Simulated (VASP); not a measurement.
# Si (P6_3/mmc) in VASP: notebook

Si is run at these levels: PBEsol; tasks: single point.

Program: VASP 6.6.1. These are calculated values, not measurements. Logs are shortened: lines on timing, memory, paths and dates and some standing lists are left out, and cuts for length are marked.

## 1. The cell of the first run

Symmetry: P6_3/mmc, No. 194, hexagonal system. The conventional cell has a = 3.863 Å, b = 3.863 Å, c = 6.385 Å, α = 90.00°, β = 90.00°, γ = 120.00°. Within 3.1 Å of Si (site symmetry 3m) lie 4 Si at 2.37 to 2.39 Å.

## 2. Single point, PBEsol

Contents of INCAR:

```
PREC     = Accurate       # precision mode
ENCUT    = 520            # plane-wave cutoff, eV
EDIFF    = 1E-7           # SCF threshold, eV
ISMEAR   = -1             # smearing method
SIGMA    = 0.1            # smearing width, eV
LREAL    = False          # projectors in reciprocal space
LASPH    = True           # aspherical terms in the spheres
NELM     = 80             # most SCF steps
ALGO     = Normal         # electronic algorithm
ISIF     = 2              # what is computed and relaxed
LWAVE    = False          # write WAVECAR
LCHARG   = True           # write CHGCAR
GGA      = PS             # functional
LELF     = True           # ELF
LVHAR    = True         
NBANDS   = 16             # bands
```

Contents of KPOINTS:

```
regular mesh
0
Gamma
  7 7 4
```

Contents of POSCAR:

```
Si
1.0
    3.8629822128      0.0000000000      0.0000000000
   -1.9314916105      3.3454408800      0.0000000000
    0.0000000000      0.0000000000      6.3849600925
Si
4
Direct
    0.3333333333      0.6666666667      0.0630090000
    0.6666666667      0.3333333333      0.5630100000
    0.3333333333      0.6666666667      0.4369910000
    0.6666666667      0.3333333333      0.9369900000
```

Potentials or basis: VASP PAW PBE potentials, release 64 (Si).

Started as:

```console
cat potpaw_PBE.64/Si/POTCAR > POTCAR
mpirun -np 1 vasp_std > vasp.out
```

OUTCAR:

```text
PREC = Accurate
   ENCUT = 520
   EDIFF = 1E-7
   ISMEAR = -1
   LREAL = False
   LASPH = True
   NELM = 80
   ISIF = 2
   GGA = PS

 ion  position               nearest neighbor table
   1  0.333  0.667  0.063-   4 2.37   4 2.37   4 2.37   3 2.39
   2  0.667  0.333  0.563-   3 2.37   3 2.37   3 2.37   4 2.39
   3  0.333  0.667  0.437-   2 2.37   2 2.37   2 2.37   1 2.39
   4  0.667  0.333  0.937-   1 2.37   1 2.37   1 2.37   2 2.39

  LATTYP: Found a hexagonal cell.
 ALAT       =     3.8629822128
 C/A-ratio  =     1.6528577510

  Lattice vectors:

 A1 = (   3.8629822128,   0.0000000000,   0.0000000000)
 A2 = (  -1.9314916105,   3.3454408800,   0.0000000000)
 A3 = (   0.0000000000,   0.0000000000,   6.3849600925)

Analysis of symmetry for initial positions (statically):
=====================================================================
 Subroutine PRICEL returns:
 Original cell was already a primitive cell.

 Routine SETGRP: Setting up the symmetry group for a
 hexagonal supercell.

 Subroutine GETGRP returns: Found 24 space group operations
 (whereof 12 operations were pure point group operations)
 out of a pool of 24 trial point group operations.

The static configuration has the point symmetry D_3d.
 The point group associated with its full space group is D_6h.

Analysis of symmetry for dynamics (positions and initial velocities):
=====================================================================
 Subroutine PRICEL returns:
 Original cell was already a primitive cell.

 Routine SETGRP: Setting up the symmetry group for a
 hexagonal supercell.

 Subroutine GETGRP returns: Found 24 space group operations
 (whereof 12 operations were pure point group operations)
 out of a pool of 24 trial point group operations.

The dynamic configuration has the point symmetry D_3d.
 The point group associated with its full space group is D_6h.

 Subroutine INISYM returns: Found 24 space group operations
 (whereof 12 operations are pure point group operations),
 and found     1 'primitive' translations

----------------------------------------------------------------------------------------

                                     Primitive cell

  volume of cell :      82.5153

  direct lattice vectors                    reciprocal lattice vectors
     3.862982213  0.000000000  0.000000000     0.258867358  0.149457171  0.000000000
    -1.931491610  3.345440880  0.000000000     0.000000000  0.298914264  0.000000000
[... 89 lines left out ...]
   LREAL  =      F    real-space projection
   EDIFFG = 0.1E-05   stopping-criterion for IOM
   NSW    =      0    number of steps for IOM
   IBRION =     -1    ionic relax: 0-MD 1-quasi-New 2-CG
   NFREE  =      0    steps in history (QN), initial steepest desc. (CG)
   ISIF   =      2    stress and relaxation
   ISYM   =      2    0-nonsym 1-usesym 2-fastsym
   POTIM  = 0.5000    time-step for ionic-motion
   TEBEG  =    0.0;   TEEND  =   0.0 temperature during run
   PSTRESS=    0.0 pullay stress
   NELECT =      16.0000    total number of electrons
   NUPDOWN=      -1.0000    fix difference up-down
   EMIN   =  10.00;   EMAX   =-10.00  energy-range for DOS
   EFERMI =   0.00;   METHOD = LEGACY
   ISMEAR =    -1;   SIGMA  =   0.10  broadening in eV -4-tet -1-fermi 0-gaus
   EFERMI_NEDOS =   21; number of points for ismear=-14 and -15
   IALGO  =     38    algorithm
   IMIX   =      4    mixing-type and parameters
     AMIX     =   0.40;   BMIX     =  1.00
     AMIX_MAG =   1.60;   BMIX_MAG =  1.00
  volume/ion in A,a.u.               =      20.63       139.21
  Fermi-wavevector in a.u.,A,eV,Ry     =   0.947553  1.790615 12.216076  0.897856
  Thomas-Fermi vector in A             =   2.075657
   LORBIT       =      0    0 simple, 1 ext, 2 COOP (PROOUT), +10 PAW based schemes
   GGA     = PS    functional components
   LHFCALC =     F    Hartree Fock is set to
   AEXX    =    0.0000 exact exchange contribution
   IVDW    =     0    specifies the selected vdW correction
   LEPSILON=     F    determine dielectric tensor
   LRPA    =     F    only Hartree local field effects (RPA)
 non-spin polarized calculation
  energy-cutoff  :      520.00
  volume of cell :       82.52
 maximum number of plane-waves:      2237
 NGX is ok and might be reduce to    30
   NGX = 15   NGY = 15   NGZ = 23

 number of electron      16.0000001 magnetization

 Free energy of the ion-electron system (eV)
  ---------------------------------------------------
  ext. energy  EPLUGINS =         0.00000000
  ---------------------------------------------------
  free energy    TOTEN  =       -22.92140927 eV

  energy without entropy =      -22.91718287  energy(sigma->0) =      -22.91929607

 E-fermi :   5.8618     XC(G=0):  -9.4337

 val. band max:        5.7381998213   @ k =   0.0000   0.0000   0.0000
 cond. band min:       6.1492901474   @ k =   0.4286  -0.0000   0.0000
 fundamental gap:      0.4110903261
 Fermi energy:         5.8618459663

 k-point     1 :       0.0000    0.0000    0.0000
  band No.  band energies     occupation
      1      -6.3091      2.00000
      2      -4.0690      2.00000
      3      -1.4001      2.00000
      4       4.2462      2.00000
      5       4.2462      2.00000
      6       5.3954      1.98133
[... 433 lines left out ...]
      3      -1.3586      2.00000
      4      -1.3585      2.00000
      5       1.5317      2.00000
      6       1.5318      2.00000
[... 8 lines left out ...]
     15      11.4284      0.00000
     16      11.4284      0.00000

------------------------ aborting loop because EDIFF is reached ----------------------------------------

  FORCE on cell =-STRESS in cart. coord.  units (eV):
  Direction    XX          YY          ZZ          XY          YZ          ZX
  --------------------------------------------------------------------------------------
  -------------------------------------------------------------------------------------
  Total       -1.2594121     -1.2594122     -1.3329948      0.0000002      0.0000000      0.0000000
  in kB      -24.4536772    -24.4536794    -25.8824145      0.0000037      0.0000000      0.0000000
  external PRESSURE =     -24.9299237 kB  Pullay stress =       0.0000000 kB

 VOLUME and BASIS-vectors are now :
 -----------------------------------------------------------------------------
  energy-cutoff  :      520.00
  volume of cell :       82.52
      direct lattice vectors                 reciprocal lattice vectors
     3.862982213  0.000000000  0.000000000     0.258867358  0.149457171  0.000000000
    -1.931491610  3.345440880  0.000000000     0.000000000  0.298914264  0.000000000
     0.000000000  0.000000000  6.384960093     0.000000000  0.000000000  0.156618050

 POSITION                                       TOTAL-FORCE (eV/Angst)
 -----------------------------------------------------------------------------------
     -0.00000      2.23029      0.40231         0.000000      0.000000     -0.016210
      1.93149      1.11515      3.59480        -0.000000      0.000000     -0.016210
     -0.00000      2.23029      2.79017         0.000000      0.000000      0.016210
      1.93149      1.11515      5.98264        -0.000000     -0.000000      0.016210
 -----------------------------------------------------------------------------------
    total drift:                               -0.000000      0.000000     -0.000330

  FREE ENERGIE OF THE ION-ELECTRON SYSTEM (eV)
  ---------------------------------------------------
  free  energy   TOTEN  =       -22.9214092723 eV

  energy  without entropy=      -22.9171828704  energy(sigma->0) =      -22.91929607
```

OSZICAR:

```text
N       E                     dE             d eps       ncg     rms          rms(c)
DAV:   1     0.234197269258E+02    0.23420E+02   -0.59576E+03   768   0.820E+02
DAV:   2    -0.215119359622E+02   -0.44932E+02   -0.40662E+02  1024   0.119E+02
DAV:   3    -0.233167182277E+02   -0.18048E+01   -0.17889E+01  1056   0.221E+01
DAV:   4    -0.233376304092E+02   -0.20912E-01   -0.20908E-01   952   0.307E+00
DAV:   5    -0.233379889143E+02   -0.35851E-03   -0.35848E-03  1080   0.380E-01    0.676E+00
DAV:   6    -0.230524449387E+02    0.28554E+00   -0.10292E-01   912   0.150E+00    0.404E+00
DAV:   7    -0.229199163577E+02    0.13253E+00   -0.20492E-01   928   0.217E+00    0.227E-01
DAV:   8    -0.229211992833E+02   -0.12829E-02   -0.15538E-02   944   0.633E-01    0.103E-01
DAV:   9    -0.229213345749E+02   -0.13529E-03   -0.46677E-04   992   0.122E-01    0.816E-02
DAV:  10    -0.229214098397E+02   -0.75265E-04   -0.11710E-04   912   0.530E-02    0.252E-02
DAV:  11    -0.229214085249E+02    0.13148E-05   -0.26565E-06  1040   0.900E-03    0.710E-03
DAV:  12    -0.229214092861E+02   -0.76120E-06   -0.72754E-07   912   0.453E-03    0.279E-03
DAV:  13    -0.229214092723E+02    0.13830E-07   -0.15314E-07   968   0.202E-03
   1 F= -.22921409E+02 E0= -.22919296E+02  d E =-.422640E-02
```

stdout:

```text
POSCAR found type information on POSCAR Si
 POSCAR found :  1 types and       4 ions
 scaLAPACK will be used
 -----------------------------------------------------------------------------
|                                                                             |
|                                                                             |
|     You enforced a specific xc type in the INCAR file but a different       |
|     I HOPE YOU KNOW WHAT YOU ARE DOING!                                     |
|                                                                             |
 -----------------------------------------------------------------------------

 LDA part: xc-table for (Slater+PW92), standard interpolation
 POSCAR, INCAR and KPOINTS ok, starting setup
 FFT: planning ... GRIDC
 FFT: planning ... GRID_SOFT
 FFT: planning ... GRID
 WAVECAR not read
 entering main loop
```

It took 37 s on 1 thread of Intel Xeon Platinum 8259CL at 2.50GHz (Skylake/Cascade Lake), shared host; peak memory 0.19 GiB.

Results:

```yaml
Free_energy: -22.9214 eV
Pressure: -2.5 GPa
Largest_force: 0.016 eV/Å
Band_gap_on_the_k_mesh: 0.41 eV, indirect (least direct gap 0.89 eV)
```

Forces in eV/Å, atoms in the order of the input:
```
Si   0.000  0.000 -0.016
Si   0.000  0.000 -0.016
Si   0.000  0.000  0.016
Si   0.000  0.000  0.016
```

Caveat: the PAW data sets were made with another functional, which shifts forces and pressure a little. A k mesh can miss the band edges.

## 3. Single point, PBEsol

This run uses another cell than the first one, of 21.13 Å³/atom, 1.024 times its volume.

Contents of INCAR:

```
PREC = Accurate
ENCUT = 520
EDIFF = 1E-6
ISMEAR = -1
SIGMA = 0.1
LREAL = F
LASPH = T
NELM = 80
ALGO = Normal
ISIF = 2
LWAVE = F
LCHARG = F
GGA = PS
NBANDS = 16
```

KPOINTS is that of step 2.

Contents of POSCAR:

```
Si
1.0
    3.8941366406      0.0000000000      0.0000000000
   -1.9470688285      3.3724214070      0.0000000000
    0.0000000000      0.0000000000      6.4364539299
Si
4
Direct
    0.3333333333      0.6666666667      0.0630090000
    0.6666666667      0.3333333333      0.5630100000
    0.3333333333      0.6666666667      0.4369910000
    0.6666666667      0.3333333333      0.9369900000
```

Potentials or basis: VASP PAW PBE potentials, release 64 (Si).

Started as:

```console
cat potpaw_PBE.64/Si/POTCAR > POTCAR
mpirun -np 1 vasp_std > vasp.out
```

It took 31 s on 1 thread of Intel Xeon Platinum 8259CL at 2.50GHz (Skylake/Cascade Lake), shared host; peak memory 0.19 GiB.

The run converged. Its results:

| Property | Result |
| --- | --- |
| Free energy | -22.8780 eV |
| Pressure | -4.4 GPa |
| Largest force | 0.025 eV/Å |
| Band gap on the k mesh | 0.46 eV, indirect (least direct gap 0.82 eV) |

Forces in eV/Å, atoms in the order of the input:
```
Si   0.000  0.000 -0.025
Si   0.000  0.000 -0.025
Si   0.000  0.000  0.025
Si   0.000  0.000  0.025
```

Stress tensor (GPa, compression positive):
```
-4.34  0.00  0.00
 0.00 -4.34  0.00
 0.00  0.00 -4.49
```

Levels at points of the mesh, in eV from the valence-band top:
| k point | band 5 | band 6 | band 7 | band 8 | band 9 | band 10 | band 11 | band 12 |
| --- | --- | --- | --- | --- | --- | --- | --- | --- |
| (0.00, 0.00, 0.00) | -1.46 | -0.33 | 0.00 | 0.00 | 0.82 | 1.97 | 1.97 | 2.17 |
| (0.00, 0.00, 0.50) | -0.89 | -0.89 | -0.89 | -0.89 | 1.60 | 1.60 | 2.93 | 2.93 |

Caveat: the PAW data sets were made with another functional, which shifts forces and pressure a little. As with any semilocal functional, this PBEsol gap is likely too small.

## 4. Single point, PBEsol

This run uses another cell than the first one, of 21.64 Å³/atom, 1.049 times its volume.

Contents of INCAR:

```
SYSTEM = Si
PREC = Accurate
ENCUT = 520
EDIFF = 1E-7
ISMEAR = -1
SIGMA = 0.1
LREAL = .False.
LASPH = .True.
NELM = 100
ALGO = Normal
ISIF = 2
LWAVE = .False.
LCHARG = .True.
GGA = PS
LELF = .True.
LVHAR = .True.
NBANDS = 16
```

Contents of KPOINTS:

```
Automatic mesh
0
Gamma
  7 7 4
  0 0 0
```

Contents of POSCAR:

```
Si
1.0
    3.9248003963      0.0000000000      0.0000000000
   -1.9624007104      3.3989769997      0.0000000000
    0.0000000000      0.0000000000      6.4871367562
Si
4
Direct
    0.3333333333      0.6666666667      0.0630090000
    0.6666666667      0.3333333333      0.5630100000
    0.3333333333      0.6666666667      0.4369910000
    0.6666666667      0.3333333333      0.9369900000
```

Started as:

```console
cat potpaw_PBE.64/Si/POTCAR > POTCAR
mpirun -np 1 vasp_std > vasp.out
```

Run time: 40 s. Hardware: 1 thread of Intel Xeon Platinum 8259CL at 2.50GHz (Skylake/Cascade Lake), shared host; peak memory 0.19 GiB.

It converged, with:

```yaml
Free_energy: -22.8124 eV
Pressure: -6.0 GPa
Largest_force: 0.033 eV/Å
Band_gap_on_the_k_mesh: 0.50 eV, indirect (least direct gap 0.76 eV)
```

Forces in eV/Å, atoms in the order of the input:
```
Si   0.000  0.000 -0.033
Si   0.000  0.000 -0.033
Si   0.000  0.000  0.033
Si   0.000  0.000  0.033
```

Stress tensor (GPa, compression positive):
```
-5.99  0.00  0.00
 0.00 -5.99  0.00
 0.00  0.00 -6.15
```

Levels at points of the mesh, in eV from the valence-band top:
```csv
k point,band 6,band 7,band 8,band 9,band 10,band 11
"(0.00, 0.00, 0.00)",-0.32,0.00,0.00,0.76,1.98,1.98
"(0.00, 0.00, 0.50)",-0.86,-0.86,-0.86,1.53,1.53,2.93
```

Caveat: the PAW data sets were made with another functional, which shifts forces and pressure a little. A k mesh can miss the band edges.

(Part 1 of 2 ends here.)
